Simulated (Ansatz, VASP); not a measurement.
# One calculation of Ir, two programs

Contents of POSCAR:

```
Ir
1.0
    2.8614330104      0.0000000000      0.0000000000
   -1.4307165052      2.4780736782      0.0000000000
    0.0000000000      0.0000000000      4.8192732000
Ir
2
Direct
    0.6666666667      0.3333333333      0.7500000000
    0.3333333333      0.6666666667      0.2500000000
```

Contents of INCAR.step1:

```
  ALGO = Normal
  EDIFF = 1E-4
  ENCUT = 520
  GGA = PE
  ISMEAR = 0
  LASPH = T
  LCHARG = F
  LREAL = F
  LWAVE = T
  NBANDS = 16
  NELM = 80
  PREC = Accurate
  SIGMA = 0.15
```

INCAR.step2

```
  ALGO = Normal
  EDIFF = 1E-6
  ENCUT = 520
  ISIF = 2
  ISMEAR = 0
  ISTART = 1
  LASPH = T
  LCHARG = F
  LMIXTAU = T
  LREAL = F
  LWAVE = F
  METAGGA = R2SCAN
  NBANDS = 16
  NELM = 80
  PREC = Accurate
  SIGMA = 0.15
```

Contents of KPOINTS:

```
k-points
0
Gamma
  18 18 12
```

Input for Ansatz:

```yaml
crystal:
  lattice:
    - [2.8614330104, 0.0, 0.0]
    - [-1.4307165052, 2.4780736782, 0.0]
    - [0.0, 0.0, 4.8192732]
  atoms:
    - { symbol: Ir, position: [0.6666666667, 0.3333333333, 0.75] }
    - { symbol: Ir, position: [0.3333333333, 0.6666666667, 0.25] }
basis:
  ecutwfc: 500
kpoints:
  mp_grid: { grid: [18, 18, 12] }
hamiltonian:
  xc: r2scan
scf:
  occupations: { method: gaussian, width: 0.15 }
output:
  forces: true
  stress: true
  eigenvalues: true
```

Change from the starting cell: strain +0.040 along x and y, +0.080 along z, atoms carried along.

Alike in both runs: task single point; functional r2SCAN; k mesh 18 × 18 × 12; occupations gaussian, width 0.15 eV; no spin polarisation.

|  | VASP | Ansatz |
| --- | --- | --- |
| version | VASP 6.6.1 | Ansatz 0.2.0 |
| potentials or method | VASP PAW PBE potentials, release 64 (Ir), cutoff 520 eV | scalar-relativistic, plane waves, PAW |
| valence electrons in the cell | 18 | 34 |

VASP gave:

```
gap on the k mesh at the Fermi level (eV)                     : none
pressure (GPa)                                                : -40.9
traceless stress, the component that is largest in VASP (GPa) : -3.80
```

Problem. Which values does Ansatz return?

Solution. gap on the k mesh at the Fermi level (eV): none; pressure (GPa): -42.0; traceless stress, the component that is largest in VASP (GPa): -3.81.

VASP's potentials were made for PBE, not for r2SCAN. A gap of «none» marks a metal or a gap that the smearing closes. Both programs put the cell under strong tension, so it lies far from rest at this level. VASP's potentials hold 18 valence electrons a cell and Ansatz's 34, so a difference there can come from the potentials and not from the codes.

Spin-orbit coupling is off throughout. Noted on VASP's run: the cell as given lies far from equilibrium.
